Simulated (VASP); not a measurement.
# Bi2Te3 (R-3m) in VASP: single point with PBE

Aim: the single point of Bi2Te3 with PBE.

Program: VASP 6.6.1. These are calculated values, not measurements. Logs are shortened: lines on timing, memory, paths and dates and some standing lists are left out, and cuts for length are marked.

### Step 1. The cell of the first run

The structure is trigonal, space group R-3m (No. 166). The conventional cell has a = 4.386 Å, b = 4.386 Å, c = 31.107 Å, α = 90.00°, β = 90.00°, γ = 120.00°. Within 4.1 Å of Bi (site symmetry 3m) lie 6 Te at 3.09 to 3.27 Å. Within 4.3 Å of Te (site symmetry -3m) lie 6 Bi at 3.27 Å. Within 4.1 Å of Te (site symmetry 3m) lie 3 Bi at 3.09 Å and 3 Te at 3.68 Å.

### Step 2. Single point, PBE (zz strain of +2 %)

File INCAR:

```
ALGO = Normal ; EDIFF = 1E-6
ENCUT = 520 ; GGA = PE
ISIF = 2 ; ISMEAR = -1
LASPH = T ; LCHARG = F
LREAL = F ; LWAVE = F
NBANDS = 32 ; NELM = 80
PREC = Accurate ; SIGMA = 0.08
```

File KPOINTS:

```
k-points
0
Gamma
  7 7 7
```

File POSCAR:

```
Bi2Te3
1.0
    2.1930005584      1.2661294627     10.3689834000
   -2.1930005584      1.2661294627     10.3689834000
    0.0000000000     -2.5322589254     10.3689834000
Bi Te
2 3
Direct
    0.4000000000      0.4000000000      0.4000000000
    0.6000000000      0.6000000000      0.6000000000
    0.0000000000      0.0000000000      0.0000000000
    0.2095000000      0.2095000000      0.2095000000
    0.7905000000      0.7905000000      0.7905000000
```

Potentials or basis: VASP PAW PBE potentials, release 64 (Bi_d, Te).

On the command line:

```sh
cat potpaw_PBE.64/Bi_d/POTCAR potpaw_PBE.64/Te/POTCAR > POTCAR
mpirun -np 1 vasp_std > vasp.out
```

OUTCAR:

```text
EDIFF = 1E-6
   ENCUT = 520
   GGA = PE
   ISIF = 2
   ISMEAR = -1
   LASPH = T
   LREAL = F
   NELM = 80
   PREC = Accurate

 ion  position               nearest neighbor table
   1  0.400  0.400  0.400-   5 3.09   5 3.09   5 3.09   3 3.27   3 3.27   3 3.27
   2  0.600  0.600  0.600-   4 3.09   4 3.09   4 3.09   3 3.27   3 3.27   3 3.27
   3  0.000  0.000  0.000-   2 3.27   1 3.27   2 3.27   2 3.27   1 3.27   1 3.27
   4  0.209  0.209  0.209-   2 3.09   2 3.09   2 3.09   5 3.68   5 3.68   5 3.68
   5  0.791  0.791  0.791-   1 3.09   1 3.09   1 3.09   4 3.68   4 3.68   4 3.68

  LATTYP: Found a trigonal (rhomboedric) cell.
 ALAT       =    10.6737131316
 COS(alpha) =     0.9155739584

  Lattice vectors:

 A1 = (   2.1930005584,   1.2661294627,  10.3689834000)
 A2 = (  -2.1930005584,   1.2661294627,  10.3689834000)
 A3 = (   0.0000000000,  -2.5322589254,  10.3689834000)

Analysis of symmetry for initial positions (statically):
=====================================================================
 Subroutine PRICEL returns:
 Original cell was already a primitive cell.

 Routine SETGRP: Setting up the symmetry group for a
 trigonal (rhombohedral) supercell.

 Subroutine GETGRP returns: Found 12 space group operations
 (whereof 12 operations were pure point group operations)
 out of a pool of 12 trial point group operations.

The static configuration has the point symmetry D_3d.

Analysis of symmetry for dynamics (positions and initial velocities):
=====================================================================
 Subroutine PRICEL returns:
 Original cell was already a primitive cell.

 Routine SETGRP: Setting up the symmetry group for a
 trigonal (rhombohedral) supercell.

 Subroutine GETGRP returns: Found 12 space group operations
 (whereof 12 operations were pure point group operations)
 out of a pool of 12 trial point group operations.

The dynamic configuration has the point symmetry D_3d.

 Subroutine INISYM returns: Found 12 space group operations
 (whereof 12 operations are pure point group operations),
 and found     1 'primitive' translations

----------------------------------------------------------------------------------------

                                     Primitive cell

  volume of cell :     172.7445

  direct lattice vectors                    reciprocal lattice vectors
     2.193000558  1.266129463 10.368983400     0.227998118  0.131634775  0.032147157
[... 92 lines left out ...]
   EDIFF  = 0.1E-05   stopping-criterion for ELM
   LREAL  =      F    real-space projection
   EDIFFG = 0.1E-04   stopping-criterion for IOM
   NSW    =      0    number of steps for IOM
   IBRION =     -1    ionic relax: 0-MD 1-quasi-New 2-CG
   NFREE  =      0    steps in history (QN), initial steepest desc. (CG)
   ISIF   =      2    stress and relaxation
   ISYM   =      2    0-nonsym 1-usesym 2-fastsym
   POTIM  = 0.5000    time-step for ionic-motion
   TEBEG  =    0.0;   TEEND  =   0.0 temperature during run
   PSTRESS=    0.0 pullay stress
   NELECT =      48.0000    total number of electrons
   NUPDOWN=      -1.0000    fix difference up-down
   EMIN   =  10.00;   EMAX   =-10.00  energy-range for DOS
   EFERMI =   0.00;   METHOD = LEGACY
   ISMEAR =    -1;   SIGMA  =   0.08  broadening in eV -4-tet -1-fermi 0-gaus
   EFERMI_NEDOS =   21; number of points for ismear=-14 and -15
   IALGO  =     38    algorithm
   IMIX   =      4    mixing-type and parameters
     AMIX     =   0.40;   BMIX     =  1.00
     AMIX_MAG =   1.60;   BMIX_MAG =  1.00
  volume/ion in A,a.u.               =      34.55       233.15
  Fermi-wavevector in a.u.,A,eV,Ry     =   1.068285  2.018766 15.527417  1.141233
  Thomas-Fermi vector in A             =   2.203928
   LORBIT       =      0    0 simple, 1 ext, 2 COOP (PROOUT), +10 PAW based schemes
   GGA     = PE    functional components
   LHFCALC =     F    Hartree Fock is set to
   AEXX    =    0.0000 exact exchange contribution
   IVDW    =     0    specifies the selected vdW correction
   LEPSILON=     F    determine dielectric tensor
   LRPA    =     F    only Hartree local field effects (RPA)
 non-spin polarized calculation
  energy-cutoff  :      520.00
  volume of cell :      172.74
 maximum number of plane-waves:      4665
   NGX = 39   NGY = 39   NGZ = 39

 number of electron      47.9999994 magnetization

 Free energy of the ion-electron system (eV)
  ---------------------------------------------------
  ext. energy  EPLUGINS =         0.00000000
  ---------------------------------------------------
  free energy    TOTEN  =       -18.35695596 eV

  energy without entropy =      -18.35572943  energy(sigma->0) =      -18.35634269

 E-fermi :   6.1631     XC(G=0):  -9.2424

 val. band max:        5.9929625301   @ k =   0.0000   0.0000   0.0000
 cond. band min:       6.3444099361   @ k =   0.0000   0.0000   0.0000
 fundamental gap:      0.3514474060
 Fermi energy:         6.1630678681

 k-point     1 :       0.0000    0.0000    0.0000
  band No.  band energies     occupation
      1     -17.2290      2.00000
      2     -17.2290      2.00000
      3     -17.2279      2.00000
      4     -17.2279      2.00000
      5     -17.2213      2.00000
      6     -17.2201      2.00000
[... 829 lines left out ...]
     31      10.4909      0.00000
     32      10.5417      0.00000

 [... further k-points ...]

------------------------ aborting loop because EDIFF is reached ----------------------------------------

  FORCE on cell =-STRESS in cart. coord.  units (eV):
  Direction    XX          YY          ZZ          XY          YZ          ZX
  --------------------------------------------------------------------------------------
  -------------------------------------------------------------------------------------
  Total        1.1778441      1.1778441      0.2000490      0.0000000     -0.0000000      0.0000000
  in kB       10.9243124     10.9243124      1.8554223      0.0000000     -0.0000000      0.0000000
  external PRESSURE =       7.9013490 kB  Pullay stress =       0.0000000 kB

 VOLUME and BASIS-vectors are now :
 -----------------------------------------------------------------------------
  energy-cutoff  :      520.00
  volume of cell :      172.74
      direct lattice vectors                 reciprocal lattice vectors
     2.193000558  1.266129463 10.368983400     0.227998118  0.131634775  0.032147157
    -2.193000558  1.266129463 10.368983400    -0.227998118  0.131634775  0.032147157
     0.000000000 -2.532258925 10.368983400     0.000000000 -0.263269550  0.032147157

 POSITION                                       TOTAL-FORCE (eV/Angst)
 -----------------------------------------------------------------------------------
      0.00000      0.00000     12.44278         0.000000     -0.000000      0.079404
      0.00000      0.00000     18.66417         0.000000      0.000000     -0.079404
      0.00000      0.00000      0.00000         0.000000      0.000000      0.000000
      0.00000      0.00000      6.51691         0.000000     -0.000000      0.201169
      0.00000      0.00000     24.59004         0.000000      0.000000     -0.201169
 -----------------------------------------------------------------------------------
    total drift:                               -0.000000     -0.000000     -0.000000

  FREE ENERGIE OF THE ION-ELECTRON SYSTEM (eV)
  ---------------------------------------------------
  free  energy   TOTEN  =       -18.3569559578 eV

  energy  without entropy=      -18.3557294261  energy(sigma->0) =      -18.35634269
```

Run time: 17 min. Hardware: 1 thread of Intel Xeon Platinum 8259CL at 2.50GHz (Skylake/Cascade Lake), shared host; peak memory 1 GiB.

What came out:

- Free energy: -18.3570 eV
- Pressure: 0.8 GPa
- Largest force: 0.201 eV/Å
- Band gap on the k mesh: 0.35 eV, direct

Forces in eV/Å, atoms in the order of the input:
```
Bi   0.000  0.000  0.079
Bi   0.000  0.000 -0.079
Te   0.000  0.000  0.000
Te   0.000  0.000  0.201
Te   0.000  0.000 -0.201
```

Caveat: the cell differs from its parent crystal (zz strain of +2 %); spin-orbit coupling is left out, which moves the levels of the heavy elements. A k mesh can miss the band edges.
